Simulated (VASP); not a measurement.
Zr2PdS3:

```xyz
6
Lattice="3.3527 0.0000 0.0000 0.0000 3.3527 0.0000 0.0000 0.0000 10.1507" Properties=species:S:1:pos:R:3 pbc="T T T"
Zr    1.6763    1.6763    3.2972
Zr    1.6763    1.6763    6.8535
Pd    1.6763    1.6763    0.0000
S     0.0000    0.0000    8.5171
S     0.0000    0.0000    1.6336
S     0.0000    0.0000    5.0754
```

The cell was built from a structure type or drawn by symmetry, and may not be a known phase.

* Program: VASP 6.6.1
* Task: relaxation of cell and atoms
* Functional: PBE
* Potentials or basis: VASP PAW PBE potentials, release 64 (Zr_sv, Pd, S)
* Cutoff: 600 eV
* k mesh: 6 × 6 × 2
* Occupations: gaussian, width 0.1 eV
* Spin: no spin polarisation

At the start: pressure -13.3 GPa; volume 19.02 Å³/atom.

How do energy, volume and symmetry change on relaxing?

Over 12 steps the energy falls by 208.5 meV/atom and the volume is 16.89 Å³/atom (-11.2 %); space group P4/mmm (No. 123, to 0.1 Å) before and after.

The path:
```csv
step,energy change (eV),largest force (eV/Å),pressure (GPa),volume (Å³)
1,0.0000,2.0236,-13.28,114.10
2,-0.6523,0.6732,17.17,89.98
3,-1.0012,1.4367,2.38,97.84
4,-1.0015,1.4145,2.85,97.53
5,-1.2018,0.4544,2.28,98.84
6,-1.2132,0.2325,2.26,99.23
7,-1.2326,0.2529,-1.90,102.69
8,-1.2372,0.2201,-0.69,101.61
9,-1.2461,0.1291,-0.13,101.32
10,-1.2470,0.1265,0.12,101.20
11,-1.2501,0.0653,0.03,101.29
12,-1.2511,0.0046,-0.05,101.37
```

Final structure:
```
Zr Pd S
1.0
     3.24521    0.00000    0.00000
     0.00000    3.24521    0.00000
     0.00000    0.00000    9.62544
Zr Pd S
2 1 3
Direct
  0.50000 0.50000 0.31830
  0.50000 0.50000 0.68170
  0.50000 0.50000 0.00000
  0.00000 0.00000 0.81813
  0.00000 0.00000 0.18187
  0.00000 0.00000 0.50000
```
